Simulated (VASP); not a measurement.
# Ta (C2/m) in VASP: a series of runs

Runs on Ta. Level: PBEsol. Tasks: single point.

Everything below comes from runs of VASP 6.6.1. Logs are shortened: lines on timing, memory, paths and dates and some standing lists are left out, and cuts for length are marked.

## (1) The cell of the first run

Symmetry: C2/m, No. 12, monoclinic system. Conventional cell: a = 5.024 Å, b = 2.900 Å, c = 5.166 Å, α = 90.00°, β = 90.00°, γ = 90.00°. Ta (site symmetry m) has 12 Ta at 2.77 to 3.33 Å within 3.6 Å.

## (2) Single point, PBEsol (atom 1 (Ta) moved by (-0.225, -0.225) A along y and z)

File INCAR:

```
SYSTEM = Ta
PREC     = Accurate       ! precision mode
ENCUT    = 520            ! plane-wave cutoff, eV
EDIFF    = 1E-6           ! SCF threshold, eV
ISMEAR   = 0              ! smearing method
SIGMA    = 0.15           ! smearing width, eV
LREAL    = .FALSE.        ! projectors in reciprocal space
LASPH    = .TRUE.         ! aspherical terms in the spheres
NELM     = 60             ! most SCF steps
ALGO     = Fast           ! electronic algorithm
ISIF     = 2              ! what is computed and relaxed
LWAVE    = .FALSE.        ! write WAVECAR
LCHARG   = .FALSE.        ! write CHGCAR
GGA      = PS             ! functional
NBANDS   = 18             ! bands
```

File KPOINTS:

```
Automatic mesh
0
G
  18 18 10
  0 0 0
```

File POSCAR:

```
Ta
1.0
    2.9003720726      0.0000000000      0.0000000000
   -1.4501860363      2.5117958953      0.0000000000
    0.0000000000      0.0000000000      5.1662740000
Ta
2
Direct
    0.6218779957      0.2437559913      0.7064483030
    0.3333333333      0.6666666667      0.2500000000
```

Potentials or basis: VASP PAW PBE potentials, release 64 (Ta_pv).

Started as:

```bash
cat potpaw_PBE.64/Ta_pv/POTCAR > POTCAR
mpirun -np 1 vasp_std > vasp.out
```

OUTCAR:

```text
SYSTEM = Ta
   PREC = Accurate
   ENCUT = 520
   EDIFF = 1E-6
   ISMEAR = 0
   LREAL = .FALSE.
   LASPH = .TRUE.
   NELM = 60
   ISIF = 2
   GGA = PS

 ion  position               nearest neighbor table
   1  0.622  0.244  0.706-   2 2.77   2 2.97   2 2.97   2 3.16   2 3.33   2 3.33
   2  0.333  0.667  0.250-   1 2.77   1 2.97   1 2.97   1 3.16   1 3.33   1 3.33

  LATTYP: Found a hexagonal cell.
 ALAT       =     2.9003720726
 C/A-ratio  =     1.7812452577

  Lattice vectors:

 A1 = (   2.9003720726,   0.0000000000,   0.0000000000)
 A2 = (  -1.4501860363,   2.5117958953,   0.0000000000)
 A3 = (   0.0000000000,   0.0000000000,   5.1662740000)

Analysis of symmetry for initial positions (statically):
=====================================================================
 Subroutine PRICEL returns:
 Original cell was already a primitive cell.

 Routine SETGRP: Setting up the symmetry group for a
 hexagonal supercell.

 Subroutine GETGRP returns: Found  4 space group operations
 (whereof  2 operations were pure point group operations)
 out of a pool of 24 trial point group operations.

The static configuration has the point symmetry C_1h.
 The point group associated with its full space group is C_2h.

Analysis of symmetry for dynamics (positions and initial velocities):
=====================================================================
 Subroutine PRICEL returns:
 Original cell was already a primitive cell.

 Routine SETGRP: Setting up the symmetry group for a
 hexagonal supercell.

 Subroutine GETGRP returns: Found  4 space group operations
 (whereof  2 operations were pure point group operations)
 out of a pool of 24 trial point group operations.

The dynamic configuration has the point symmetry C_1h.
 The point group associated with its full space group is C_2h.

 Subroutine INISYM returns: Found  4 space group operations
 (whereof  2 operations are pure point group operations),
 and found     1 'primitive' translations

----------------------------------------------------------------------------------------

                                     Primitive cell

  volume of cell :      37.6370

  direct lattice vectors                    reciprocal lattice vectors
     2.900372073  0.000000000  0.000000000     0.344783350  0.199060760  0.000000000
    -1.450186036  2.511795895  0.000000000     0.000000000  0.398121520  0.000000000
     0.000000000  0.000000000  5.166274000     0.000000000  0.000000000  0.193563098

  length of vectors
     2.900372073  2.900372073  5.166274000     0.398121520  0.398121520  0.193563098

  position of ions in fractional coordinates (direct lattice)
     0.621877996  0.243755991  0.706448303
     0.333333333  0.666666667  0.250000000

  ion indices of the primitive-cell ions
   primitive index   ion index
                 1           1
                 2           2

----------------------------------------------------------------------------------------

 KPOINTS: Automatic mesh

Automatic generation of k-mesh.
 Grid dimensions read from file:
 generate k-points for:   18   18   10

 Generating k-lattice:

  Cartesian coordinates                     Fractional coordinates (reciprocal lattice)
     0.019154631  0.011058931  0.000000000     0.055555556  0.000000000  0.000000000
     0.000000000  0.022117862  0.000000000     0.000000000  0.055555556  0.000000000
     0.000000000  0.000000000  0.019356310     0.000000000  0.000000000  0.100000000

  Length of vectors
     0.022117862  0.022117862  0.019356310

  Shift w.r.t. Gamma in fractional coordinates (k-lattice)
     0.000000000  0.000000000  0.000000000

 Subroutine IBZKPT returns following result:
 ===========================================

 Found    866 irreducible k-points:

 Following reciprocal coordinates:
            Coordinates               Weight
  0.000000  0.000000  0.000000      1.000000
  0.055556  0.000000  0.000000      4.000000
  0.000000  0.055556  0.000000      2.000000
  0.111111  0.000000  0.000000      4.000000
  0.000000  0.111111  0.000000      2.000000
  0.166667  0.000000  0.000000      4.000000
[... 16 lines left out ...]
 -0.055556  0.166667  0.000000      4.000000
 -0.166667  0.111111  0.000000      4.000000
 [... further k-points ...]
   k-points           NKPTS =    866   k-points in BZ     NKDIM =    866   number of bands    NBANDS=     18
   number of dos      NEDOS =    301   number of ions     NIONS =      2
   total plane-waves  NPLWV =  23040
   dimension x,y,z NGX =    24 NGY =   24 NGZ =   40
   dimension x,y,z NGXF=    48 NGYF=   48 NGZF=   80
   ions per type =               2
   NGX,Y,Z   is equivalent  to a cutoff of  13.76, 13.76, 12.87 a.u.
   NGXF,Y,Z  is equivalent  to a cutoff of  27.51, 27.51, 25.74 a.u.
 SYSTEM =  Ta
   PREC   = accura    normal or accurate (medium, high low for compatibility)
   ISTART =      0    job   : 0-new  1-cont  2-samecut
   ICHARG =      2    charge: 1-file 2-atom 10-const
   ISPIN  =      1    spin polarized calculation?
   LNONCOLLINEAR =      F non collinear calculations
   LSORBIT =      F    spin-orbit coupling
   LASPH  =      T    aspherical Exc in radial PAW
   ENCUT  =  520.0 eV  38.22 Ry    6.18 a.u.   5.39  5.39  9.61*2*pi/ulx,y,z
   NELM   =     60;   NELMIN=  2; NELMDL= -5     # of ELM steps
   EDIFF  = 0.1E-05   stopping-criterion for ELM
   LREAL  =      F    real-space projection
   EDIFFG = 0.1E-04   stopping-criterion for IOM
   NSW    =      0    number of steps for IOM
   IBRION =     -1    ionic relax: 0-MD 1-quasi-New 2-CG
   NFREE  =      0    steps in history (QN), initial steepest desc. (CG)
   ISIF   =      2    stress and relaxation
   ISYM   =      2    0-nonsym 1-usesym 2-fastsym
   POTIM  = 0.5000    time-step for ionic-motion
   TEBEG  =    0.0;   TEEND  =   0.0 temperature during run
   PSTRESS=    0.0 pullay stress
   NELECT =      22.0000    total number of electrons
   NUPDOWN=      -1.0000    fix difference up-down
   EMIN   =  10.00;   EMAX   =-10.00  energy-range for DOS
   EFERMI =   0.00;   METHOD = LEGACY
   ISMEAR =     0;   SIGMA  =   0.15  broadening in eV -4-tet -1-fermi 0-gaus
   EFERMI_NEDOS =   21; number of points for ismear=-14 and -15
   IALGO  =     68    algorithm
   IMIX   =      4    mixing-type and parameters
     AMIX     =   0.40;   BMIX     =  1.00
     AMIX_MAG =   1.60;   BMIX_MAG =  1.00
  volume/ion in A,a.u.               =      18.82       126.99
  Fermi-wavevector in a.u.,A,eV,Ry     =   1.368812  2.586680 25.492516  1.873647
  Thomas-Fermi vector in A             =   2.494743
   LORBIT       =      0    0 simple, 1 ext, 2 COOP (PROOUT), +10 PAW based schemes
   GGA     = PS    functional components
   LHFCALC =     F    Hartree Fock is set to
   AEXX    =    0.0000 exact exchange contribution
   IVDW    =     0    specifies the selected vdW correction
   LEPSILON=     F    determine dielectric tensor
   LRPA    =     F    only Hartree local field effects (RPA)
 non-spin polarized calculation
 RMM-DIIS sequential band-by-band and
 Gauss-broadening in eV      SIGMA  =   0.15
  energy-cutoff  :      520.00
  volume of cell :       37.64
 maximum number of plane-waves:      1039
 NGX is ok and might be reduce to    24
   NGX = 11   NGY = 11   NGZ = 19

 number of electron      22.0000000 magnetization

 Free energy of the ion-electron system (eV)
  ---------------------------------------------------
  ext. energy  EPLUGINS =         0.00000000
  ---------------------------------------------------
  free energy    TOTEN  =       -24.25541602 eV

  energy without entropy =      -24.22545369  energy(sigma->0) =      -24.24043486

 E-fermi :   5.4012     XC(G=0): -12.4674

 val. band max:        5.3998463527   @ k =  -0.1111  -0.1111   0.4000
 cond. band min:       5.4026602297   @ k =  -0.1667  -0.0556   0.4000
 fundamental gap:      0.0028138770
 Fermi energy:         5.4012225592

 k-point     1 :       0.0000    0.0000    0.0000
  band No.  band energies     occupation
      1     -29.2152      2.00000
      2     -28.2565      2.00000
      3     -28.2052      2.00000
      4     -28.1749      2.00000
      5     -28.1261      2.00000
      6     -28.0491      2.00000
[... 10 lines left out ...]
     17       9.9518      0.00000
     18      11.0574      0.00000

 k-point     2 :       0.0556    0.0000    0.0000
  band No.  band energies     occupation
      1     -29.2060      2.00000
      2     -28.2689      2.00000
      3     -28.2163      2.00000
      4     -28.1945      2.00000
      5     -28.1522      2.00000
      6     -28.0607      2.00000
[... 10 lines left out ...]
     17      10.1795      0.00000
     18      11.1790      0.00000

 k-point     3 :       0.0000    0.0556    0.0000
  band No.  band energies     occupation
      1     -29.2047      2.00000
      2     -28.2786      2.00000
      3     -28.2181      2.00000
      4     -28.1866      2.00000
      5     -28.1291      2.00000
      6     -28.0817      2.00000
[... 10 lines left out ...]
     17      10.1012      0.00000
     18      11.2861      0.00000

 k-point     4 :       0.1111    0.0000    0.0000
  band No.  band energies     occupation
      1     -29.1794      2.00000
      2     -28.3394      2.00000
      3     -28.2404      2.00000
      4     -28.2307      2.00000
      5     -28.2275      2.00000
      6     -28.0849      2.00000
[... 375 lines left out ...]
      4     -28.2468      2.00000
      5     -28.2301      2.00000
      6     -28.1266      2.00000
[... 10 lines left out ...]
     17      10.3939      0.00000
     18      12.2729      0.00000

 k-point    23 :      -0.0556    0.1667    0.0000
  band No.  band energies     occupation
      1     -29.1465      2.00000
      2     -28.4335      2.00000
      3     -28.3016      2.00000
      4     -28.2463      2.00000
      5     -28.2120      2.00000
      6     -28.1539      2.00000
[... 10 lines left out ...]
     17      10.4318      0.00000
     18      12.3942      0.00000

 k-point    24 :      -0.1667    0.1111    0.0000
  band No.  band energies     occupation
      1     -29.1566      2.00000
      2     -28.4040      2.00000
      3     -28.3457      2.00000
      4     -28.2441      2.00000
      5     -28.2428      2.00000
      6     -28.0982      2.00000
[... 10 lines left out ...]
     17      11.0933      0.00000
     18      11.6196      0.00000

 [... further k-points ...]

------------------------ aborting loop because EDIFF is reached ----------------------------------------

  FORCE on cell =-STRESS in cart. coord.  units (eV):
  Direction    XX          YY          ZZ          XY          YZ          ZX
  --------------------------------------------------------------------------------------
  -------------------------------------------------------------------------------------
  Total       -1.8100813      0.2852983     -0.5662642      0.0000000     -0.3730673      0.0000000
  in kB      -77.0536419     12.1449096    -24.1053915      0.0000000    -15.8811605      0.0000000
  external PRESSURE =     -29.6713746 kB  Pullay stress =       0.0000000 kB

 VOLUME and BASIS-vectors are now :
 -----------------------------------------------------------------------------
  energy-cutoff  :      520.00
  volume of cell :       37.64
      direct lattice vectors                 reciprocal lattice vectors
     2.900372073  0.000000000  0.000000000     0.344783350  0.199060760  0.000000000
    -1.450186036  2.511795895  0.000000000     0.000000000  0.398121520  0.000000000
     0.000000000  0.000000000  5.166274000     0.000000000  0.000000000  0.193563098

 POSITION                                       TOTAL-FORCE (eV/Angst)
 -----------------------------------------------------------------------------------
      1.45019      0.61227      3.64971         0.000000     -0.082591      2.249265
     -0.00000      1.67453      1.29157        -0.000000      0.082591     -2.249265
 -----------------------------------------------------------------------------------
    total drift:                                0.000000      0.000007     -0.000003

  FREE ENERGIE OF THE ION-ELECTRON SYSTEM (eV)
  ---------------------------------------------------
  free  energy   TOTEN  =       -24.2554160161 eV

  energy  without entropy=      -24.2254536944  energy(sigma->0) =      -24.24043486
```

It took 4 min on 1 thread of AMD EPYC 9R45 (Zen 5), shared host; peak memory 0.52 GiB.

What came out:

```yaml
Free_energy: -24.2554 eV
Pressure: -3.0 GPa
Largest_force: 2.251 eV/Å
Band_gap_on_the_k_mesh: zero (bands 11 and 12 overlap by 2.55 eV)
```

Forces in eV/Å, atoms in the order of the input:
```
Ta   0.000 -0.083  2.249
Ta   0.000  0.083 -2.249
```

Stress tensor (GPa, compression positive):
```
-7.71  0.00  0.00
 0.00  1.21 -1.59
 0.00 -1.59 -2.41
```

Caveat: the cell differs from its parent crystal (atom 1 (Ta) moved by (-0.225, -0.225) A along y and z); the PAW data sets were made with another functional, which shifts forces and pressure a little; spin-orbit coupling is left out, which moves the levels of the heavy elements.

## (3) Single point, PBEsol (atom 1 (Ta) moved by (+0.225, -0.225) A along y and z)

File INCAR:

```
SYSTEM = Ta
PREC = Accurate ; ENCUT = 520
EDIFF = 1E-6 ; ISMEAR = 0
SIGMA = 0.15 ; LREAL = .False.
LASPH = .True. ; NELM = 60
ALGO = Fast ; ISIF = 2
LWAVE = .False. ; LCHARG = .False.
GGA = PS ; NBANDS = 18
```

File KPOINTS:

```
Automatic mesh
0
Gamma
  18 18 10
  0 0 0
```

POSCAR: that of step 2 with these lines changed.

```diff
@@ -8,3 +8,3 @@
 Direct
-    0.6218779957      0.2437559913      0.7064483030
+    0.7114553377      0.4229106754      0.7064483030
     0.3333333333      0.6666666667      0.2500000000
```

Potentials or basis: VASP PAW PBE potentials, release 64 (Ta_pv).

Started as:

```bash
cat potpaw_PBE.64/Ta_pv/POTCAR > POTCAR
mpirun -np 1 vasp_std > vasp.out
```

Run time: 3.7 min. Hardware: 1 thread of AMD EPYC 9R45 (Zen 5), shared host; peak memory 0.52 GiB.

It converged, with:

* Free energy: -24.2863 eV
* Pressure: -3.1 GPa
* Largest force: 2.250 eV/Å
* Band gap on the k mesh: zero (bands 11 and 12 overlap by 2.32 eV)

Forces on the atoms (eV/Å):
```
Ta   0.000  0.468  2.201
Ta   0.000 -0.468 -2.201
```

Stress tensor (GPa, compression positive):
```
 0.70  0.00  0.00
 0.00 -7.37  2.78
 0.00  2.78 -2.75
```

Levels at points of the mesh, in eV from the Fermi level:
```
           k point  band 8  band 9  band 10  band 11  band 12  band 13  band 14  band 15
(0.00, 0.00, 0.00)   -4.94   -0.89     0.34     0.39     0.65     1.02     1.20     2.52
(0.50, 0.00, 0.00)   -3.92   -3.04    -0.74    -0.52     0.35     0.99     5.19     6.31
(0.00, 0.50, 0.00)   -4.03   -3.64    -0.11     0.59     0.61     0.80     5.71     6.56
(0.00, 0.00, 0.50)   -6.07   -1.83    -0.37     0.50     0.52     0.60     0.79     3.62
(0.50, 0.00, 0.50)   -4.37   -2.68    -1.93     1.55     1.67     2.09     3.33     5.03
(0.00, 0.50, 0.50)   -4.10   -2.78    -1.86     1.23     1.43     1.71     3.38     4.57
```

Caveat: the cell differs from its parent crystal (atom 1 (Ta) moved by (+0.225, -0.225) A along y and z); the cell stands under tension; the PAW data sets were made with another functional, which shifts forces and pressure a little; spin-orbit coupling is left out, which moves the levels of the heavy elements.
